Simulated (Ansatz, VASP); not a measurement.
One calculation of CdSe, two programs

The input INCAR:

```
SYSTEM = CdSe
PREC = Accurate
ENCUT = 520
EDIFF = 1E-7
ISMEAR = 0
SIGMA = 0.01
LREAL = .FALSE.
LASPH = .TRUE.
NELM = 80
ALGO = Normal
ISIF = 2
LWAVE = .FALSE.
LCHARG = .FALSE.
GGA = CA
NBANDS = 26
```

File KPOINTS:

```
Automatic mesh
0
G
  9 9 6
  0 0 0
```

The input POSCAR:

```
CdSe
1.0
    4.3021423044      0.0000000000      0.0000000000
   -2.1510711522      3.7257645263      0.0000000000
    0.0000000000      0.0000000000      7.0214577968
Cd Se
2 2
Direct
    0.3333333333      0.6666666667     -0.0185055728
    0.6666666667      0.3333333333      0.4814944272
    0.3333333333      0.6666666667      0.3945055728
    0.6666666667      0.3333333333      0.8945055728
```

Input for Ansatz:

```yaml
crystal:
  lattice:
    - [4.3021423044, 0.0, 0.0]
    - [-2.1510711522, 3.7257645263, 0.0]
    - [0.0, 0.0, 7.0214577968]
  atoms:
    - { symbol: Cd, position: [0.3333333333, 0.6666666667, -0.0185055728] }
    - { symbol: Cd, position: [0.6666666667, 0.3333333333, 0.4814944272] }
    - { symbol: Se, position: [0.3333333333, 0.6666666667, 0.3945055728] }
    - { symbol: Se, position: [0.6666666667, 0.3333333333, 0.8945055728] }
basis:
  ecutwfc: 420
  xc_grid: 2
kpoints:
  mp_grid: { grid: [9, 9, 6] }
hamiltonian:
  xc: lda
  pseudopotentials: { kind: paw, azcp: { folder: soft_1 } }
scf:
  occupations: { method: fixed }
output:
  forces: true
  stress: true
  eigenvalues: true
  polarization: {}
```

Change from the starting cell: polar distortion scaled by 0.70.

Alike in both runs: task single point; functional LDA; k mesh 9 × 9 × 6; no spin polarisation.

|  | VASP | Ansatz |
| --- | --- | --- |
| version | VASP 6.6.1 | Ansatz 0.2.0 |
| potentials or method | VASP PAW LDA potentials, release 64 (Cd, Se), cutoff 520 eV | scalar-relativistic, plane waves, PAW |
| occupations | gaussian, width 0.01 eV | fixed |
| valence electrons in the cell | 36 | 72 |

VASP gave:

```
gap on the k mesh at the Fermi level (eV)                     : 0.58
least direct gap on the mesh (eV)                             : 0.58
pressure (GPa)                                                : -0.5
traceless stress, the component that is largest in VASP (GPa) : -3.33
rms of the force components (eV/Å)                            : 0.393
```

Question: Estimate Ansatz's values.

Answer: gap on the k mesh at the Fermi level (eV): 0.56; least direct gap on the mesh (eV): 0.56; pressure (GPa): -0.9; traceless stress, the component that is largest in VASP (GPa): -3.08; rms of the force components (eV/Å): 0.377.

Ansatz warns that its potentials were made for another functional, while VASP's fit it. LDA's correlation is that of Perdew and Zunger in VASP and of Perdew and Wang (1992) in Ansatz. Atom by atom the forces differ by 0.016 eV/Å (rms over components). VASP's potentials hold 36 valence electrons a cell and Ansatz's 72, so a difference there can come from the potentials and not from the codes.
